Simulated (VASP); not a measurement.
# W (Im-3m) in VASP: notebook, part 2 of 2

VASP 6.6.1. Earlier steps stand in the parts before.

### 3 Single point, PBE

This run uses another cell than the first one, of 15.98 Å³/atom, 1.015 times its volume.

File INCAR:

```
ALGO = Normal
EDIFF = 1E-6
ENCUT = 520
GGA = PE
ISIF = 2
ISMEAR = 0
LASPH = True
LCHARG = False
LREAL = False
LWAVE = False
NBANDS = 13
NELM = 60
PREC = Accurate
SIGMA = 0.1
```

File KPOINTS:

```
k-points
0
Gamma
  18 18 18
```

File POSCAR:

```
W
1.0
   -1.5866772808      1.5866772808      1.5866772808
    1.5866772808     -1.5866772808      1.5866772808
    1.5866772808      1.5866772808     -1.5866772808
W
1
Direct
    0.0000000000      0.0000000000      0.0000000000
```

Potentials or basis: VASP PAW PBE potentials, release 64 (W_sv).

Command:

```console
$ cat potpaw_PBE.64/W_sv/POTCAR > POTCAR
$ mpirun -np 1 vasp_std > vasp.out
```

OUTCAR:

```text
EDIFF = 1E-6
   ENCUT = 520
   GGA = PE
   ISIF = 2
   ISMEAR = 0
   LASPH = True
   LREAL = False
   NELM = 60
   PREC = Accurate

 ion  position               nearest neighbor table
   1  0.000  0.000  0.000-

  LATTYP: Found a body centered cubic cell.
 ALAT       =     3.1733545616

  Lattice vectors:

 A1 = (  -1.5866772808,   1.5866772808,   1.5866772808)
 A2 = (   1.5866772808,  -1.5866772808,   1.5866772808)
 A3 = (   1.5866772808,   1.5866772808,  -1.5866772808)

Analysis of symmetry for initial positions (statically):
=====================================================================
 Subroutine PRICEL returns:
 Original cell was already a primitive cell.

 Routine SETGRP: Setting up the symmetry group for a
 body centered cubic supercell.

 Subroutine GETGRP returns: Found 48 space group operations
 (whereof 48 operations were pure point group operations)
 out of a pool of 48 trial point group operations.

The static configuration has the point symmetry O_h .

Analysis of symmetry for dynamics (positions and initial velocities):
=====================================================================
 Subroutine PRICEL returns:
 Original cell was already a primitive cell.

 Routine SETGRP: Setting up the symmetry group for a
 body centered cubic supercell.

 Subroutine GETGRP returns: Found 48 space group operations
 (whereof 48 operations were pure point group operations)
 out of a pool of 48 trial point group operations.

The dynamic configuration has the point symmetry O_h .

 Subroutine INISYM returns: Found 48 space group operations
 (whereof 48 operations are pure point group operations),
 and found     1 'primitive' translations

----------------------------------------------------------------------------------------

                                     Primitive cell

  volume of cell :      15.9781

  direct lattice vectors                    reciprocal lattice vectors
    -1.586677281  1.586677281  1.586677281     0.000000000  0.315123942  0.315123942
     1.586677281 -1.586677281  1.586677281     0.315123942  0.000000000  0.315123942
     1.586677281  1.586677281 -1.586677281     0.315123942  0.315123942  0.000000000

  length of vectors
     2.748205666  2.748205666  2.748205666     0.445652553  0.445652553  0.445652553

  position of ions in fractional coordinates (direct lattice)
     0.000000000  0.000000000  0.000000000

  ion indices of the primitive-cell ions
   primitive index   ion index
                 1           1

----------------------------------------------------------------------------------------

 KPOINTS: k-points

Automatic generation of k-mesh.
 Grid dimensions read from file:
 generate k-points for:   18   18   18

 Generating k-lattice:

  Cartesian coordinates                     Fractional coordinates (reciprocal lattice)
     0.000000000  0.017506886  0.017506886     0.055555556  0.000000000  0.000000000
     0.017506886  0.000000000  0.017506886     0.000000000  0.055555556  0.000000000
     0.017506886  0.017506886  0.000000000     0.000000000  0.000000000  0.055555556

  Length of vectors
     0.024758475  0.024758475  0.024758475

  Shift w.r.t. Gamma in fractional coordinates (k-lattice)
     0.000000000  0.000000000  0.000000000

 Subroutine IBZKPT returns following result:
 ===========================================

 Found    195 irreducible k-points:

 Following reciprocal coordinates:
            Coordinates               Weight
  0.000000  0.000000  0.000000      1.000000
  0.055556  0.000000  0.000000     12.000000
  0.111111  0.000000  0.000000     12.000000
  0.166667  0.000000  0.000000     12.000000
  0.222222  0.000000  0.000000     12.000000
  0.277778  0.000000  0.000000     12.000000
[... 16 lines left out ...]
  0.333333  0.111111  0.000000     48.000000
  0.388889  0.111111  0.000000     48.000000
 [... further k-points ...]
   k-points           NKPTS =    195   k-points in BZ     NKDIM =    195   number of bands    NBANDS=     13
   number of dos      NEDOS =    301   number of ions     NIONS =      1
   total plane-waves  NPLWV =   8000
   dimension x,y,z NGX =    20 NGY =   20 NGZ =   20
   dimension x,y,z NGXF=    40 NGYF=   40 NGZF=   40
   ions per type =               1
   NGX,Y,Z   is equivalent  to a cutoff of  12.10, 12.10, 12.10 a.u.
   NGXF,Y,Z  is equivalent  to a cutoff of  24.20, 24.20, 24.20 a.u.
 SYSTEM =  unknown system
   PREC   = accura    normal or accurate (medium, high low for compatibility)
   ISTART =      0    job   : 0-new  1-cont  2-samecut
   ICHARG =      2    charge: 1-file 2-atom 10-const
   ISPIN  =      1    spin polarized calculation?
   LNONCOLLINEAR =      F non collinear calculations
   LSORBIT =      F    spin-orbit coupling
   LASPH  =      T    aspherical Exc in radial PAW
   ENCUT  =  520.0 eV  38.22 Ry    6.18 a.u.   5.11  5.11  5.11*2*pi/ulx,y,z
   NELM   =     60;   NELMIN=  2; NELMDL= -5     # of ELM steps
   EDIFF  = 0.1E-05   stopping-criterion for ELM
   LREAL  =      F    real-space projection
   EDIFFG = 0.1E-04   stopping-criterion for IOM
   NSW    =      0    number of steps for IOM
   IBRION =     -1    ionic relax: 0-MD 1-quasi-New 2-CG
   NFREE  =      0    steps in history (QN), initial steepest desc. (CG)
   ISIF   =      2    stress and relaxation
   ISYM   =      2    0-nonsym 1-usesym 2-fastsym
   POTIM  = 0.5000    time-step for ionic-motion
   TEBEG  =    0.0;   TEEND  =   0.0 temperature during run
   PSTRESS=    0.0 pullay stress
   NELECT =      14.0000    total number of electrons
   NUPDOWN=      -1.0000    fix difference up-down
   EMIN   =  10.00;   EMAX   =-10.00  energy-range for DOS
   EFERMI =   0.00;   METHOD = LEGACY
   ISMEAR =     0;   SIGMA  =   0.10  broadening in eV -4-tet -1-fermi 0-gaus
   EFERMI_NEDOS =   21; number of points for ismear=-14 and -15
   IALGO  =     38    algorithm
   IMIX   =      4    mixing-type and parameters
     AMIX     =   0.40;   BMIX     =  1.00
     AMIX_MAG =   1.60;   BMIX_MAG =  1.00
  volume/ion in A,a.u.               =      15.98       107.83
  Fermi-wavevector in a.u.,A,eV,Ry     =   1.566543  2.960336 33.389460  2.454056
  Thomas-Fermi vector in A             =   2.668855
   LORBIT       =      0    0 simple, 1 ext, 2 COOP (PROOUT), +10 PAW based schemes
   GGA     = PE    functional components
   LHFCALC =     F    Hartree Fock is set to
   AEXX    =    0.0000 exact exchange contribution
   IVDW    =     0    specifies the selected vdW correction
   LEPSILON=     F    determine dielectric tensor
   LRPA    =     F    only Hartree local field effects (RPA)
 non-spin polarized calculation
 Gauss-broadening in eV      SIGMA  =   0.10
  energy-cutoff  :      520.00
  volume of cell :       15.98
 maximum number of plane-waves:       444
   NGX = 11   NGY = 11   NGZ = 11

 number of electron      14.0000002 magnetization

 Free energy of the ion-electron system (eV)
  ---------------------------------------------------
  ext. energy  EPLUGINS =         0.00000000
  ---------------------------------------------------
  free energy    TOTEN  =       -12.94911290 eV

  energy without entropy =      -12.94559910  energy(sigma->0) =      -12.94735600

 E-fermi :  11.3269     XC(G=0): -13.5952

 val. band max:       11.3231848147   @ k =  -0.2778   0.3333   0.2222
 cond. band min:      11.3385566861   @ k =   0.5000   0.5000   0.2222
 fundamental gap:      0.0153718714
 Fermi energy:        11.3269277970

 k-point     1 :       0.0000    0.0000    0.0000
  band No.  band energies     occupation
      1     -62.8604      2.00000
      2     -26.4344      2.00000
      3     -26.4344      2.00000
      4     -26.4344      2.00000
      5       1.7355      2.00000
      6      10.1154      2.00000
      7      10.1154      2.00000
      8      10.1154      2.00000
      9      13.5737      0.00000
     10      13.5737      0.00000
     11      25.8275      0.00000
     12      25.8275      0.00000
     13      25.8275      0.00000
[... 353 lines left out ...]
 k-point    24 :       0.3889    0.1111    0.0000
  band No.  band energies     occupation
      1     -62.7308      2.00000
      2     -27.6115      2.00000
      3     -26.8767      2.00000
      4     -26.4966      2.00000
      5       5.5389      2.00000
      6       7.9510      2.00000
      7      10.7281      2.00000
      8      13.3418      0.00000
      9      14.6564      0.00000
     10      17.6898      0.00000
     11      22.1421      0.00000
     12      23.8558      0.00000
     13      28.0319      0.00000

 [... further k-points ...]

------------------------ aborting loop because EDIFF is reached ----------------------------------------

  FORCE on cell =-STRESS in cart. coord.  units (eV):
  Direction    XX          YY          ZZ          XY          YZ          ZX
  --------------------------------------------------------------------------------------
  -------------------------------------------------------------------------------------
  Total        0.3512863      0.3512863      0.3512863      0.0000000      0.0000000      0.0000000
  in kB       35.2245938     35.2245938     35.2245938      0.0000000      0.0000000      0.0000000
  external PRESSURE =      35.2245938 kB  Pullay stress =       0.0000000 kB

 VOLUME and BASIS-vectors are now :
 -----------------------------------------------------------------------------
  energy-cutoff  :      520.00
  volume of cell :       15.98
      direct lattice vectors                 reciprocal lattice vectors
    -1.586677281  1.586677281  1.586677281     0.000000000  0.315123942  0.315123942
     1.586677281 -1.586677281  1.586677281     0.315123942  0.000000000  0.315123942
     1.586677281  1.586677281 -1.586677281     0.315123942  0.315123942  0.000000000

 POSITION                                       TOTAL-FORCE (eV/Angst)
 -----------------------------------------------------------------------------------
      0.00000      0.00000      0.00000        -0.000000     -0.000000     -0.000000
 -----------------------------------------------------------------------------------
    total drift:                                0.000000     -0.000000      0.000000

  FREE ENERGIE OF THE ION-ELECTRON SYSTEM (eV)
  ---------------------------------------------------
  free  energy   TOTEN  =       -12.9491128956 eV

  energy  without entropy=      -12.9455991012  energy(sigma->0) =      -12.94735600
```

stdout:

```text
POSCAR found type information on POSCAR W
 POSCAR found :  1 types and       1 ions
 scaLAPACK will be used
 LDA part: xc-table for (Slater+PW92), standard interpolation
 POSCAR, INCAR and KPOINTS ok, starting setup
 FFT: planning ... GRIDC
 FFT: planning ... GRID_SOFT
 FFT: planning ... GRID
 WAVECAR not read
 entering main loop
```

Run time: 28 s. Hardware: 1 thread of AMD EPYC 7R13 (Zen 3), shared host; peak memory 0.12 GiB.

Results:

| Item | Value |
| --- | --- |
| Free energy | -12.9491 eV |
| Pressure | 3.5 GPa |
| Band gap on the k mesh | zero (band 7 reaches 16.44 eV, above the bottom of band 8 at 10.12 eV) |

Caveat: spin-orbit coupling is left out, which moves the levels of the heavy elements.

### 4 Single point, PBE

This run uses another cell than the first one, of 16.30 Å³/atom, 1.036 times its volume.

File INCAR:

```
SYSTEM = W
  ALGO = Fast
  EDIFF = 1E-7
  ENCUT = 520
  GGA = PE
  ISIF = 2
  ISMEAR = 0
  LASPH = .TRUE.
  LCHARG = .FALSE.
  LREAL = .FALSE.
  LWAVE = .FALSE.
  NBANDS = 13
  NELM = 80
  PREC = Accurate
  SIGMA = 0.1
```

File KPOINTS:

```
k-points
0
G
  18 18 18
  0 0 0
```

File POSCAR:

```
W
1.0
   -1.5971341599      1.5971341599      1.5971341599
    1.5971341599     -1.5971341599      1.5971341599
    1.5971341599      1.5971341599     -1.5971341599
W
1
Direct
    0.0000000000      0.0000000000      0.0000000000
```

Potentials or basis: VASP PAW PBE potentials, release 64 (W_sv).

Command:

```console
$ cat potpaw_PBE.64/W_sv/POTCAR > POTCAR
$ mpirun -np 1 vasp_std > vasp.out
```

OUTCAR:

```text
SYSTEM = W
   EDIFF = 1E-7
   ENCUT = 520
   GGA = PE
   ISIF = 2
   ISMEAR = 0
   LASPH = .TRUE.
   LREAL = .FALSE.
   NELM = 80
   PREC = Accurate

 ion  position               nearest neighbor table
   1  0.000  0.000  0.000-

  LATTYP: Found a body centered cubic cell.
 ALAT       =     3.1942683198

  Lattice vectors:

 A1 = (  -1.5971341599,   1.5971341599,   1.5971341599)
 A2 = (   1.5971341599,  -1.5971341599,   1.5971341599)
 A3 = (   1.5971341599,   1.5971341599,  -1.5971341599)

Analysis of symmetry for initial positions (statically):
=====================================================================
 Subroutine PRICEL returns:
 Original cell was already a primitive cell.

 Routine SETGRP: Setting up the symmetry group for a
 body centered cubic supercell.

 Subroutine GETGRP returns: Found 48 space group operations
 (whereof 48 operations were pure point group operations)
 out of a pool of 48 trial point group operations.

The static configuration has the point symmetry O_h .

Analysis of symmetry for dynamics (positions and initial velocities):
[... 167 lines left out ...]
  band No.  band energies     occupation
      1     -63.1680      2.00000
      2     -26.7695      2.00000
      3     -26.7695      2.00000
      4     -26.7695      2.00000
      5       1.5639      2.00000
      6       9.8663      2.00000
      7       9.8663      2.00000
      8       9.8663      2.00000
      9      13.2456      0.00000
     10      13.2456      0.00000
     11      25.5003      0.00000
     12      25.5003      0.00000
     13      25.5003      0.00000
[... 354 lines left out ...]
  band No.  band energies     occupation
      1     -63.0494      2.00000
      2     -27.8718      2.00000
      3     -27.1848      2.00000
      4     -26.8271      2.00000
      5       5.3703      2.00000
      6       7.7570      2.00000
      7      10.4214      2.00000
      8      13.0095      0.00000
      9      14.2834      0.00000
     10      17.2356      0.00000
     11      21.5809      0.00000
     12      23.4723      0.00000
     13      27.4575      0.00000

 [... further k-points ...]

------------------------ aborting loop because EDIFF is reached ----------------------------------------

  FORCE on cell =-STRESS in cart. coord.  units (eV):
  Direction    XX          YY          ZZ          XY          YZ          ZX
  --------------------------------------------------------------------------------------
  -------------------------------------------------------------------------------------
  Total       -0.2586414     -0.2586414     -0.2586414      0.0000000     -0.0000000      0.0000000
  in kB      -25.4287153    -25.4287153    -25.4287153      0.0000000     -0.0000000      0.0000000
  external PRESSURE =     -25.4287153 kB  Pullay stress =       0.0000000 kB

 VOLUME and BASIS-vectors are now :
 -----------------------------------------------------------------------------
  energy-cutoff  :      520.00
  volume of cell :       16.30
      direct lattice vectors                 reciprocal lattice vectors
    -1.597134160  1.597134160  1.597134160     0.000000000  0.313060739  0.313060739
     1.597134160 -1.597134160  1.597134160     0.313060739  0.000000000  0.313060739
     1.597134160  1.597134160 -1.597134160     0.313060739  0.313060739  0.000000000

 POSITION                                       TOTAL-FORCE (eV/Angst)
 -----------------------------------------------------------------------------------
      0.00000      0.00000      0.00000         0.000000     -0.000000      0.000000
 -----------------------------------------------------------------------------------
    total drift:                                0.000000      0.000000      0.000000

  FREE ENERGIE OF THE ION-ELECTRON SYSTEM (eV)
  ---------------------------------------------------
  free  energy   TOTEN  =       -12.9501774679 eV

  energy  without entropy=      -12.9465381375  energy(sigma->0) =      -12.94835780
```

OSZICAR:

```text
N       E                     dE             d eps       ncg     rms          rms(c)
DAV:   1     0.851421257592E+02    0.85142E+02   -0.74510E+03  5115   0.122E+03
DAV:   2    -0.119524090870E+02   -0.97095E+02   -0.93261E+02  5795   0.318E+02
DAV:   3    -0.135845463216E+02   -0.16321E+01   -0.16259E+01  5525   0.398E+01
DAV:   4    -0.135913470325E+02   -0.68007E-02   -0.68003E-02  5605   0.284E+00
DAV:   5    -0.135914068277E+02   -0.59795E-04   -0.59795E-04  5580   0.250E-01    0.199E+01
RMM:   6    -0.130810195374E+02    0.51039E+00   -0.41839E-01  5481   0.604E+00    0.813E+00
RMM:   7    -0.129529751117E+02    0.12804E+00   -0.30299E-01  5504   0.513E+00    0.936E-01
RMM:   8    -0.129504677144E+02    0.25074E-02   -0.12328E-02  6217   0.121E+00    0.277E-01
RMM:   9    -0.129501941499E+02    0.27356E-03   -0.17814E-03  5950   0.508E-01    0.270E-02
RMM:  10    -0.129501871214E+02    0.70285E-05   -0.27959E-04  6220   0.202E-01    0.128E-02
RMM:  11    -0.129501768304E+02    0.10291E-04   -0.29287E-05  6479   0.672E-02    0.222E-03
RMM:  12    -0.129501775637E+02   -0.73330E-06   -0.52301E-06  6467   0.294E-02    0.213E-03
RMM:  13    -0.129501773738E+02    0.18998E-06   -0.86052E-07  6031   0.122E-02    0.961E-04
RMM:  14    -0.129501774679E+02   -0.94111E-07   -0.25627E-07  4687   0.593E-03
   1 F= -.12950177E+02 E0= -.12948358E+02  d E =-.363933E-02
```

stdout:

```text
POSCAR found type information on POSCAR W
 POSCAR found :  1 types and       1 ions
 scaLAPACK will be used
 LDA part: xc-table for (Slater+PW92), standard interpolation
 POSCAR, INCAR and KPOINTS ok, starting setup
 FFT: planning ... GRIDC
 FFT: planning ... GRID_SOFT
 FFT: planning ... GRID
 WAVECAR not read
 entering main loop
WARNING in EDDRMM: call to ZHEGV failed, returncode =   6  3     13
WARNING in EDDRMM: call to ZHEGV failed, returncode =   8  4     13
```

Run time: 65 s. Hardware: 1 thread of AMD EPYC 7R13 (Zen 3), shared host; peak memory 0.14 GiB.

Results:

- Free energy: -12.9502 eV
- Pressure: -2.5 GPa
- Band gap on the k mesh: zero (band 7 reaches 16.02 eV, above the bottom of band 8 at 9.87 eV)

Caveat: spin-orbit coupling is left out, which moves the levels of the heavy elements.

### 5 Overview

```csv
cell,gap on the mesh (eV),pressure (GPa)
"a = 2.734 Å, angles 109.5°, 1 atom",none,8.6
"a = 2.748 Å, angles 109.5°, 1 atom",none,3.5
"a = 2.766 Å, angles 109.5°, 1 atom",none,-2.5
```

Alike in all rows: task single point; level PBE; potentials or basis VASP PAW PBE potentials, release 64 (W_sv); no spin polarisation; k mesh 18 × 18 × 18; cutoff (eV) 520; smearing gaussian 0.1 eV.

Caveats: spin-orbit coupling is left out, which moves the levels of the heavy elements.

Total energies depend on the potentials used, so only differences within one code and one set of settings carry meaning.
